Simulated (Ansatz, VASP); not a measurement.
MnSi: VASP beside Ansatz

File INCAR:

```
SYSTEM = MnSi
PREC = Accurate
ENCUT = 520
EDIFF = 1E-7
ISMEAR = -1
SIGMA = 0.05
LREAL = .FALSE.
LASPH = .TRUE.
NELM = 150
ALGO = Normal
ISIF = 2
LWAVE = .FALSE.
LCHARG = .TRUE.
ISPIN = 2
MAGMOM = 4 0
LORBIT = 11
LMAXMIX = 4
GGA = PE
LELF = .TRUE.
LVHAR = .TRUE.
NBANDS = 20
```

Contents of KPOINTS:

```
regular mesh
0
G
  9 9 9
  0 0 0
```

The input POSCAR:

```
MnSi
1.0
    3.0072163509      0.0000000000      0.0000000000
    0.0000000000      3.0072163509      0.0000000000
    0.0000000000      0.0000000000      3.0072163509
Mn Si
1 1
Direct
    0.5000000000      0.5000000000      0.5000000000
    0.0000000000      0.0000000000      0.0000000000
```

Contents of input.yaml:

```yaml
crystal:
  lattice:
    - [3.0072163509, 0.0, 0.0]
    - [0.0, 3.0072163509, 0.0]
    - [0.0, 0.0, 3.0072163509]
  atoms:
    - { symbol: Mn, position: [0.5, 0.5, 0.5], spin: 4.0 }
    - { symbol: Si, position: [0.0, 0.0, 0.0] }
kpoints:
  mp_grid: { grid: [9, 9, 9] }
scf:
  occupations: { method: fermi_dirac, width: 0.05 }
hamiltonian:
  xc: pbe
  pseudopotentials: { kind: all_electron, lapw: { basis_error: 0.0005 } }
magnetization:
  spin_polarized: true
output:
  forces: true
  stress: true
  eigenvalues: true
```

Change from the starting cell: volume scaled by 1.02.

Alike in both runs: task single point; functional PBE; k mesh 9 × 9 × 9; occupations fermi-dirac, width 0.05 eV; collinear spin.

|  | VASP | Ansatz |
| --- | --- | --- |
| version | VASP 6.6.1 | Ansatz 0.2.0 |
| potentials or method | VASP PAW PBE potentials, release 64 (Mn_pv, Si), cutoff 520 eV | all-electron LAPW, scalar-relativistic |

VASP gave:

| Item | Value |
| --- | --- |
| gap on the k mesh at the Fermi level (eV) | none |
| pressure (GPa) | -27.6 |
| net moment per atom (μB) | 0.44 |
| size of the moment on the site where the two differ most (μB) | 0.98 |

Estimate Ansatz's values.

gap on the k mesh at the Fermi level (eV): none; pressure (GPa): -27.6; net moment per atom (μB): 0.44; size of the moment on the site where the two differ most (μB): 1.00.

Site moments also hang on the region over which each program counts them. A gap of «none» marks a metal or a gap that the smearing closes. Ansatz ran all-electron here, and VASP with PAW potentials.
